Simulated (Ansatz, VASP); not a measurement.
## Two plane-wave programs on Mn

The input INCAR:

```
PREC = Accurate ; ENCUT = 500
EDIFF = 1E-6 ; ISMEAR = -1
SIGMA = 0.05 ; LREAL = F
LASPH = T ; NELM = 200
ALGO = Normal ; ISIF = 2
LWAVE = F ; LCHARG = F
ISPIN = 2 ; MAGMOM = 0.417 0.417 -0.361 -0.361
LORBIT = 11 ; LMAXMIX = 4
GGA = PE ; NBANDS = 38
GGA_COMPAT = F
```

File KPOINTS:

```
Automatic mesh
0
Gamma
  16 16 5
```

File POSCAR:

```
Mn
1.0
    2.5503680309      0.0000000000      0.0000000000
   -1.2751840154      2.2086835038      0.0000000000
    0.0000000000      0.0000000000      8.2396745998
Mn
4
Direct
    1.0000000000      0.0000000000      0.0000000000
    1.0000000000      0.0000000000      0.5000000000
    0.3333333333      0.6666666667      0.2500000000
    0.6666666667      0.3333333333      0.7500000000
```

Input for Ansatz:

```yaml
crystal:
  lattice:
    - [2.5503680309, 0.0, 0.0]
    - [-1.2751840154, 2.2086835038, 0.0]
    - [0.0, 0.0, 8.2396745998]
  atoms:
    - { symbol: Mn, position: [1.0, 0.0, 0.0], spin: 0.417 }
    - { symbol: Mn, position: [1.0, 0.0, 0.5], spin: 0.417 }
    - { symbol: Mn, position: [0.3333333333, 0.6666666667, 0.25], spin: -0.361 }
    - { symbol: Mn, position: [0.6666666667, 0.3333333333, 0.75], spin: -0.361 }
hamiltonian:
  xc: pbe
  pseudopotentials:
    kind: paw
    azcp:
      Mn: "pseudopotentials/Mn.paw.azcp"
basis:
  ecutwfc: 420
  fft_grid_basis: typed
kpoints:
  mp_grid: { grid: [16, 16, 5], shift: [0, 0, 0] }
magnetization:
  spin_polarized: true
scf:
  occupations: { method: fermi_dirac, width: 0.05 }
  lower_state_search: "off"
output:
  stress: true
```

Alike in both runs: task single point; functional PBE; k mesh 16 × 16 × 5; occupations fermi-dirac, width 0.05 eV; collinear spin.

|  | VASP | Ansatz |
| --- | --- | --- |
| version | VASP 6.6.1 | Ansatz 0.2.0 |
| potentials or method | VASP PAW PBE potentials, release 64 (Mn_pv), cutoff 500 eV | plane waves (420 eV) with PAW, scalar-relativistic |
| valence electrons in the cell | 52 | 60 |

|  | VASP | Ansatz | Ansatz less VASP |
| --- | --- | --- | --- |
| pressure (GPa) | -19.2 | -13.3 | +5.82 |
| traceless stress, the component that is largest in VASP (GPa) | -0.20 | 1.49 | +1.697 |
| net moment per atom (μB) | 0.00 | 0.03 | +0.025 |
| size of the moment on the site where the two differ most (μB) | 0.00 | 1.09 | +1.088 |

Site moments also hang on the region over which each program counts them. VASP's potentials hold 52 valence electrons a cell and Ansatz's 60, so a difference there can come from the potentials and not from the codes. Ansatz's warnings: spin hold released.
